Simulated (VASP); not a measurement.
Write the native input for VASP 6.6.1 that does the following.

| Quantity | Value |
| --- | --- |
| Task | single point |
| Functional | PBE |
| Potentials or basis | VASP PAW PBE potentials, release 64 (C, F, H) |
| Cutoff | 520 eV |
| k mesh | 2 × 2 × 1 |
| Occupations | gaussian, width 0.02 eV |
| Spin | no spin polarisation |
| Dipole correction | no |
| Further INCAR settings | LREAL = Auto; ALGO = Normal; EDIFF = 1e-07; NBANDS = 56 |

The structure of HC18F lies in POSCAR:

```
HC18F
1.0
    7.3980000000      0.0000000000      0.0000000000
   -3.6990000000      6.4068560000      0.0000000000
    0.0000000000      0.0000000000     11.0000000000
C F H
18 1 1
Direct
   -0.0026174438      0.0052285167      0.0839643055
    0.2176195185      0.1157066366      0.0838022718
   -0.0028054245      0.3383110025      0.0837218124
    0.2174761231      0.4490578716      0.0838019906
   -0.0025476925      0.6716539391      0.0838427608
    0.2176404984      0.7824903215      0.0837261187
    0.3305957768      0.0049830562      0.0837694091
    0.5508619066      0.1157196105      0.0836629932
    0.3304896937      0.3382703265      0.0838262217
    0.5507006290      0.4487303093      0.0839845318
    0.3304874266      0.6716745584      0.0837455751
    0.5507073157      0.7825628779      0.0839353627
    0.6639599316      0.0051043305      0.0837047401
    0.8842349715      0.1158097409      0.0837566874
    0.6639160557      0.3382480203      0.0836801856
    0.8842239798      0.4490349377      0.0836487804
    0.6638178415      0.6716105626      0.0845934283
    0.8845328883      0.7825834396      0.0843203961
    0.7034265102      0.6828895924      0.3778971004
    0.7028456937      0.6841769491      0.2926155283
```

The input as run:

INCAR

```
SYSTEM = HC18F
ALGO = Normal ; EDIFF = 1E-7
ENCUT = 520 ; GGA = PE
ISIF = 2 ; ISMEAR = 0
LASPH = .TRUE. ; LCHARG = .FALSE.
LREAL = Auto ; LWAVE = .FALSE.
NBANDS = 56 ; NELM = 60
PREC = Accurate ; SIGMA = 0.02
```

KPOINTS

```
k-points
0
G
  2 2 1
  0 0 0
```

Potentials or basis: VASP PAW PBE potentials, release 64 (C, F, H).

The run is started by

```console
$ cat potpaw_PBE.64/C/POTCAR potpaw_PBE.64/F/POTCAR potpaw_PBE.64/H/POTCAR > POTCAR
$ mpirun -np 1 vasp_std > vasp.out
```

Results of the run:

```
Largest force          : 0.300 eV/Å
Band gap on the k mesh : 0.13 eV
```

Caveat: the k points lie up to 0.49 Å⁻¹ apart.

Wall time 4.8 min on 1 thread of AMD EPYC 9R14 (Zen 4) (shared host), peak memory 0.56 GiB.
